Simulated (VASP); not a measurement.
Here is a VASP 6.6.1 calculation.

The input INCAR:

```
SYSTEM = B
PREC = Accurate
ENCUT = 600
EDIFF = 1E-6
ISMEAR = 0
SIGMA = 0.1
LREAL = .FALSE.
LASPH = .TRUE.
NELM = 80
ALGO = Normal
ISIF = 3
LWAVE = .FALSE.
LCHARG = .FALSE.
GGA = PE
IBRION = 2
NSW = 90
EDIFFG = -0.04
```

The input KPOINTS:

```
Automatic mesh
0
G
  6 6 6
  0 0 0
```

POSCAR

```
B
1.0
    3.3297619700      0.0000000000      0.0000000000
    0.0000000000      3.3297619700      0.0000000000
    0.0000000000      0.0000000000      2.6853065600
B
4
Direct
    0.8083300300      0.1916699700      0.0000000000
    0.1916699700      0.8083300300      0.0000000000
    0.3083300300      0.3083300300      0.5000000000
    0.6916699700      0.6916699700      0.5000000000
```

Potentials or basis: VASP PAW PBE potentials, release 64 (B).

Command:

```console
$ cat potpaw_PBE.64/B/POTCAR > POTCAR
$ mpirun -np 1 vasp_std > vasp.out
```

Task: Predict the relaxed volume.

Result: 6.18 Å³/atom.

Task: Estimate the band gap on the k mesh.

Result: Zero (band 6 reaches 12.06 eV, above the bottom of band 7 at 4.18 eV).

Task: What does it give for the space group after relaxing (to 0.05 Å)?

Result: P4_2/mnm (No. 136).

Final structure:
```
B
1.0
     2.97806    0.00000    0.00000
     0.00000    2.97806    0.00000
     0.00000    0.00000    2.78812
B
4
Direct
  0.80308 0.19692 0.00000
  0.19692 0.80308 0.00000
  0.30308 0.30308 0.50000
  0.69692 0.69692 0.50000
```

Caveat: the k points lie up to 0.38 Å⁻¹ apart in the final cell; the volume moved by over 15 % at a fixed basis, so the end points are rough.
